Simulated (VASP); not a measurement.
A run of VASP 6.6.1:

File INCAR:

```
  PREC = Accurate
  ENCUT = 520
  EDIFF = 1E-6
  ISMEAR = 0
  SIGMA = 0.05
  LREAL = False
  LASPH = True
  NELM = 80
  ALGO = Normal
  ISIF = 2
  LWAVE = False
  LCHARG = False
  GGA = PE
  NBANDS = 16
```

File KPOINTS:

```
Automatic mesh
0
Gamma
  12 12 6
```

The input POSCAR:

```
BN
1.0
    2.5539396017      0.0000000000      0.0000000000
   -1.2769698009      2.2117765748      0.0000000000
    0.0000000000      0.0000000000      4.2268550000
B N
2 2
Direct
    0.6666666667      0.3333333333      0.9997240000
    0.3333333333      0.6666666667      0.4997240000
    0.7103386106      0.3653034152      0.5779594964
    0.3333333333      0.6666666667      0.1252760000
```

Potentials or basis: VASP PAW PBE potentials, release 64 (B, N).

Run with:

```bash
$ cat potpaw_PBE.64/B/POTCAR potpaw_PBE.64/N/POTCAR > POTCAR
$ mpirun -np 1 vasp_std > vasp.out
```

Hardware: 1 thread of Intel(R) Xeon(R) 6975P-C (Granite Rapids) (shared host).

Task: How long does it take, and how much memory?

Result: It took 67 s on 1 thread of Intel(R) Xeon(R) 6975P-C (Granite Rapids), on a shared host, peak memory 0.24 GiB. Counts: scf iterations 13, k points 436.
